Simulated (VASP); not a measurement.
# Ge (P6_3/mmc) in VASP: single point with r2SCAN

Aim: the single point of Ge with r2SCAN.

Program: VASP 6.6.1. These are calculated values, not measurements. Logs are shortened: lines on timing, memory, paths and dates and some standing lists are left out, and cuts for length are marked.

**1. The cell of the first run**

The structure is hexagonal, space group P6_3/mmc (No. 194). Conventional cell: a = 4.003 Å, b = 4.003 Å, c = 13.153 Å, α = 90.00°, β = 90.00°, γ = 120.00°. Within 3.2 Å of Ge (site symmetry 3m) lie 4 Ge at 2.45 Å. Ge (site symmetry 3m) has 4 Ge at 2.45 to 2.48 Å within 3.2 Å.

This isn't the form of Ge at room conditions, which is diamond.

**2. Single point, r2SCAN**

The input, POSCAR:

```
Ge
1.0
   -4.0034553964      0.0000000000      0.0000000000
   -2.0017276982     -3.4670940762      0.0000000000
    0.0000000000      0.0000000000     13.1526505051
Ge
8
Direct
    0.0000000000      1.0000000000      0.4068365158
    0.0000000000      0.0000000000      0.5931634842
    0.0000000000      0.0000000000      0.9068365158
    0.0000000000      1.0000000000      0.0931634842
    0.3333333333      0.3333333333      0.3441163200
    0.6666666667      0.6666666667      0.6558836800
    0.6666666667      0.6666666667      0.8441163200
    0.3333333333      0.3333333333      0.1558836800
```

The input, INCAR.step1:

```
ALGO = Normal ; EDIFF = 1E-4
ENCUT = 520 ; GGA = PE
ISMEAR = 0 ; LASPH = T
LCHARG = F ; LREAL = F
LWAVE = T ; NBANDS = 66
NELM = 100 ; PREC = Accurate
SIGMA = 0.03
```

The input, INCAR.step2:

```
ALGO = Normal ; EDIFF = 1E-6
ENCUT = 520 ; ISIF = 2
ISMEAR = 0 ; ISTART = 1
LASPH = T ; LCHARG = F
LMIXTAU = T ; LREAL = F
LWAVE = F ; METAGGA = R2SCAN
NBANDS = 66 ; NELM = 100
PREC = Accurate ; SIGMA = 0.03
```

The input, KPOINTS:

```
k-points
0
Gamma
  10 10 3
```

Potentials or basis: VASP PAW PBE potentials, release 64 (Ge_d).

Launch:

```
> cat potpaw_PBE.64/Ge_d/POTCAR > POTCAR
> cp INCAR.step1 INCAR
> mpirun -np 1 vasp_std > vasp.out
> cp INCAR.step2 INCAR
> mpirun -np 1 vasp_std > vasp.out
```

OUTCAR:

```text
EDIFF = 1E-6
   ENCUT = 520
   ISIF = 2
   ISMEAR = 0
   ISTART = 1
   LASPH = T
   LREAL = F
   METAGGA = R2SCAN
   NELM = 100
   PREC = Accurate

 ion  position               nearest neighbor table
   1  0.000  0.000  0.407-   2 2.45   5 2.45   5 2.45   5 2.45
   2  0.000  0.000  0.593-   1 2.45   6 2.45   6 2.45   6 2.45
   3  0.000  0.000  0.907-   4 2.45   7 2.45   7 2.45   7 2.45
   4  0.000  0.000  0.093-   3 2.45   8 2.45   8 2.45   8 2.45
   5  0.333  0.333  0.344-   1 2.45   1 2.45   1 2.45   8 2.48
   6  0.667  0.667  0.656-   2 2.45   2 2.45   2 2.45   7 2.48
   7  0.667  0.667  0.844-   3 2.45   3 2.45   3 2.45   6 2.48
   8  0.333  0.333  0.156-   4 2.45   4 2.45   4 2.45   5 2.48

  LATTYP: Found a hexagonal cell.
 ALAT       =     4.0034553964
 C/A-ratio  =     3.2853246016

  Lattice vectors:

 A1 = (   2.0017276982,   3.4670940762,   0.0000000000)
 A2 = (  -4.0034553964,   0.0000000000,   0.0000000000)
 A3 = (   0.0000000000,   0.0000000000,  13.1526505051)

Analysis of symmetry for initial positions (statically):
=====================================================================
 Subroutine PRICEL returns:
 Original cell was already a primitive cell.

 Routine SETGRP: Setting up the symmetry group for a
 hexagonal supercell.

 Subroutine GETGRP returns: Found 24 space group operations
 (whereof 12 operations were pure point group operations)
 out of a pool of 24 trial point group operations.

The static configuration has the point symmetry D_3d.
 The point group associated with its full space group is D_6h.

Analysis of symmetry for dynamics (positions and initial velocities):
=====================================================================
 Subroutine PRICEL returns:
 Original cell was already a primitive cell.

 Routine SETGRP: Setting up the symmetry group for a
 hexagonal supercell.

 Subroutine GETGRP returns: Found 24 space group operations
 (whereof 12 operations were pure point group operations)
 out of a pool of 24 trial point group operations.

The dynamic configuration has the point symmetry D_3d.
 The point group associated with its full space group is D_6h.

 Subroutine INISYM returns: Found 24 space group operations
 (whereof 12 operations are pure point group operations),
 and found     1 'primitive' translations

----------------------------------------------------------------------------------------

[... 109 lines left out ...]
   NFREE  =      0    steps in history (QN), initial steepest desc. (CG)
   ISIF   =      2    stress and relaxation
   ISYM   =      2    0-nonsym 1-usesym 2-fastsym
   POTIM  = 0.5000    time-step for ionic-motion
   TEBEG  =    0.0;   TEEND  =   0.0 temperature during run
   PSTRESS=    0.0 pullay stress
   NELECT =     112.0000    total number of electrons
   NUPDOWN=      -1.0000    fix difference up-down
   EMIN   =  10.00;   EMAX   =-10.00  energy-range for DOS
   EFERMI =   0.00;   METHOD = LEGACY
   ISMEAR =     0;   SIGMA  =   0.03  broadening in eV -4-tet -1-fermi 0-gaus
   EFERMI_NEDOS =   21; number of points for ismear=-14 and -15
   IALGO  =     38    algorithm
   IMIX   =      4    mixing-type and parameters
     AMIX     =   0.40;   BMIX     =  1.00
     AMIX_MAG =   1.60;   BMIX_MAG =  1.00
  volume/ion in A,a.u.               =      22.82       154.00
  Fermi-wavevector in a.u.,A,eV,Ry     =   1.391050  2.628704 26.327563  1.935021
  Thomas-Fermi vector in A             =   2.514927
   LORBIT       =      0    0 simple, 1 ext, 2 COOP (PROOUT), +10 PAW based schemes
   METAGGA = R2SCAN    functional components
   LHFCALC =     F    Hartree Fock is set to
   AEXX    =    0.0000 exact exchange contribution
   IVDW    =     0    specifies the selected vdW correction
   LEPSILON=     F    determine dielectric tensor
   LRPA    =     F    only Hartree local field effects (RPA)
 non-spin polarized calculation
 Gauss-broadening in eV      SIGMA  =   0.03
  energy-cutoff  :      520.00
  volume of cell :      182.56
 maximum number of plane-waves:      4987
 NGX is ok and might be reduce to    30
   NGX = 15   NGY = 15   NGZ = 49

 number of electron     112.0000145 magnetization

 Free energy of the ion-electron system (eV)
  ---------------------------------------------------
  ext. energy  EPLUGINS =         0.00000000
  ---------------------------------------------------
  free energy    TOTEN  =      -110.91151756 eV

  energy without entropy =     -110.91151756  energy(sigma->0) =     -110.91151756

 E-fermi :   4.9385     XC(G=0): -10.7759

 val. band max:        4.8070152035   @ k =   0.0000   0.0000   0.0000
 cond. band min:       5.0597288832   @ k =   0.0000   0.0000   0.0000
 fundamental gap:      0.2527136797
 Fermi energy:         4.9385351212

 k-point     1 :       0.0000    0.0000    0.0000
  band No.  band energies     occupation
      1     -20.7949      2.00000
      2     -20.7948      2.00000
      3     -20.7856      2.00000
      4     -20.7855      2.00000
      5     -20.7808      2.00000
      6     -20.7808      2.00000
[... 1645 lines left out ...]
     65       9.0079      0.00000
     66      10.0769      0.00000

 [... further k-points ...]

------------------------ aborting loop because EDIFF is reached ----------------------------------------

  FORCE on cell =-STRESS in cart. coord.  units (eV):
  Direction    XX          YY          ZZ          XY          YZ          ZX
  --------------------------------------------------------------------------------------
  -------------------------------------------------------------------------------------
  Total        0.0991545      0.0991545      0.0527020      0.0000000      0.0000000     -0.0000000
  in kB        0.8701798      0.8701798      0.4625130      0.0000000      0.0000000     -0.0000000
  external PRESSURE =       0.7342908 kB  Pullay stress =       0.0000000 kB

 VOLUME and BASIS-vectors are now :
 -----------------------------------------------------------------------------
  energy-cutoff  :      520.00
  volume of cell :      182.56
      direct lattice vectors                 reciprocal lattice vectors
    -4.003455396  0.000000000  0.000000000    -0.249784224  0.144212989  0.000000000
    -2.001727698 -3.467094076  0.000000000     0.000000000 -0.288425978  0.000000000
     0.000000000  0.000000000 13.152650505     0.000000000  0.000000000  0.076030303

 POSITION                                       TOTAL-FORCE (eV/Angst)
 -----------------------------------------------------------------------------------
      0.00000      0.00000      5.35098        -0.000000     -0.000000     -0.006437
      0.00000      0.00000      7.80167         0.000000      0.000000      0.006437
      0.00000      0.00000     11.92730         0.000000      0.000000     -0.006437
      0.00000      0.00000      1.22535        -0.000000     -0.000000      0.006437
     -2.00173     -1.15570      4.52604         0.000000      0.000000      0.007738
     -4.00346     -2.31140      8.62661        -0.000000      0.000000     -0.007738
     -4.00346     -2.31140     11.10237        -0.000000      0.000000      0.007738
     -2.00173     -1.15570      2.05028         0.000000      0.000000     -0.007738
 -----------------------------------------------------------------------------------
    total drift:                                0.000000     -0.000000     -0.000000

  FREE ENERGIE OF THE ION-ELECTRON SYSTEM (eV)
  ---------------------------------------------------
  free  energy   TOTEN  =      -110.9115175592 eV

  energy  without entropy=     -110.9115175592  energy(sigma->0) =     -110.91151756
```

OUTCAR.step1:

```text
EDIFF = 1E-4
   ENCUT = 520
   GGA = PE
   ISMEAR = 0
[... 1904 lines left out ...]
     -2.00173     -1.15570      4.52604        -0.000000     -0.000000     -0.009138
     -4.00346     -2.31140      8.62661        -0.000000      0.000000      0.009138
     -4.00346     -2.31140     11.10237        -0.000000      0.000000     -0.009138
     -2.00173     -1.15570      2.05028        -0.000000     -0.000000      0.009138
 -----------------------------------------------------------------------------------
    total drift:                                0.000000     -0.000000     -0.000000

  FREE ENERGIE OF THE ION-ELECTRON SYSTEM (eV)
  ---------------------------------------------------
  free  energy   TOTEN  =       -36.0019873648 eV

  energy  without entropy=      -36.0018328597  energy(sigma->0) =      -36.00191011
```

Run time: 13 min. Hardware: 1 thread of AMD EPYC 9R45 (Zen 5), shared host; peak memory 0.42 GiB.

Results:

```
Free energy            : -110.9115 eV
Pressure               : 0.1 GPa
Largest force          : 0.008 eV/Å
Band gap on the k mesh : 0.25 eV
```

Forces on the atoms (eV/Å):
```
Ge   0.000  0.000 -0.006
Ge   0.000  0.000  0.006
Ge   0.000  0.000 -0.006
Ge   0.000  0.000  0.006
Ge   0.000  0.000  0.008
Ge   0.000  0.000 -0.008
Ge   0.000  0.000  0.008
Ge   0.000  0.000 -0.008
```

Caveat: the PAW data sets were made with another functional, which shifts forces and pressure a little; an odd mesh through Γ misses points on the zone boundary, where band edges can lie.
